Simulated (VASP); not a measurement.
Input of a VASP 6.6.1 run:

The input INCAR:

```
SYSTEM = Cd
PREC = Accurate
ENCUT = 520
EDIFF = 1E-6
ISMEAR = 0
SIGMA = 0.1
LREAL = .FALSE.
LASPH = .TRUE.
NELM = 100
ALGO = Normal
ISIF = 2
LWAVE = .FALSE.
LCHARG = .FALSE.
LDIPOL = .TRUE.
IDIPOL = 3
DIPOL = 0.5 0.5 0.292
GGA = PE
NBANDS = 19
```

KPOINTS

```
regular mesh
0
G
  18 18 1
  0 0 0
```

POSCAR

```
Cd
1.0
    2.9299649331      0.0000000000      0.0000000000
    0.0000000000      2.9299649331      0.0000000000
    0.0000000000      0.0000000000     29.1302575200
Cd
2
Direct
    0.5000000000      0.5000000000      0.2389101214
    0.5000000000      0.5000000000      0.3446755193
```

Potentials or basis: VASP PAW PBE potentials, release 64 (Cd).

The run is started by

```bash
$ cat potpaw_PBE.64/Cd/POTCAR > POTCAR
$ mpirun -np 1 vasp_std > vasp.out
```

Problem. Estimate the band gap on the k mesh.

Solution. Zero (bands 12 and 13 overlap by 3.14 eV).

Problem. What does it give for the largest force?

Solution. 0.010 eV/Å.

Forces on the atoms (eV/Å):
```
Cd   0.000  0.000 -0.010
Cd   0.000  0.000  0.010
```
